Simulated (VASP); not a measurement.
Here is a VASP 6.6.1 calculation.

Contents of INCAR:

```
SYSTEM = MnO
PREC = Accurate
ENCUT = 520
EDIFF = 1E-6
ISMEAR = 0
SIGMA = 0.1
LREAL = .FALSE.
LASPH = .TRUE.
NELM = 100
ALGO = Normal
ISIF = 2
LWAVE = .FALSE.
LCHARG = .FALSE.
GGA = PE
NBANDS = 16
```

The input KPOINTS:

```
Automatic mesh
0
G
  16 16 16
  0 0 0
```

POSCAR

```
MnO
1.0
    2.9712935166     -1.7169813801      0.0000000000
    2.9712935166      1.7169813801      0.0000000000
   -1.9846287531      0.0000000000      2.8103092467
Mn O
1 1
Direct
    0.5001990000      0.5001990000      0.5006650000
    0.7498025000      0.7498025000      0.2493360000
```

Potentials or basis: VASP PAW PBE potentials, release 64 (Mn_pv, O).

Command:

```bash
$ cat potpaw_PBE.64/Mn_pv/POTCAR potpaw_PBE.64/O/POTCAR > POTCAR
$ mpirun -np 1 vasp_std > vasp.out
```

(1) Predict the largest force.

(2) Predict the pressure.

Answers

(1) 0.014 eV/Å.

(2) -33.9 GPa.

Caveat: an odd number of electrons without spin polarisation forces a metal; a magnetic or distorted state may lie lower; the run has no spin polarisation, though such a crystal can be magnetic.
